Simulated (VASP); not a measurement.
Here is a VASP 6.6.1 calculation.

File INCAR:

```
  PREC = Accurate
  ENCUT = 520
  EDIFF = 1E-6
  ISMEAR = -1
  SIGMA = 0.1
  LREAL = False
  LASPH = True
  NELM = 60
  ALGO = Normal
  ISIF = 2
  LWAVE = False
  LCHARG = False
  LDIPOL = True
  IDIPOL = 3
  DIPOL = 0.5 0.5 0.500
  GGA = PE
  NBANDS = 28
```

The input KPOINTS:

```
regular mesh
0
Gamma
  13 9 1
```

POSCAR

```
AlNi
1.0
    2.8935740684      0.0000000000      0.0000000000
    0.0000000000      4.0921316912      0.0000000000
    0.0000000000      0.0000000000     20.0921000000
Ni Al
3 3
Direct
    0.7500000000      0.2500000000      0.4036566678
    0.7500000000      0.7500000000      0.5000000019
    0.7500000000      0.2500000000      0.5963433315
    0.2500000000      0.7500000000      0.3942061344
    0.2500000000      0.2500000000      0.4999999987
    0.2500000000      0.7500000000      0.6057938657
```

Potentials or basis: VASP PAW PBE potentials, release 64 (Ni, Al).

Launch:

```console
$ cat potpaw_PBE.64/Ni/POTCAR potpaw_PBE.64/Al/POTCAR > POTCAR
$ mpirun -np 1 vasp_std > vasp.out
```

Predict the largest force.

0.014 eV/Å.

Forces in eV/Å, atoms in the order of the input:
```
Ni   0.000  0.000 -0.014
Ni   0.000  0.000  0.000
Ni   0.000  0.000  0.014
Al   0.000  0.000  0.005
Al   0.000  0.000  0.000
Al   0.000  0.000 -0.005
```

Spin polarisation is off, so any magnetic state and its effect on volume and gap are missing.
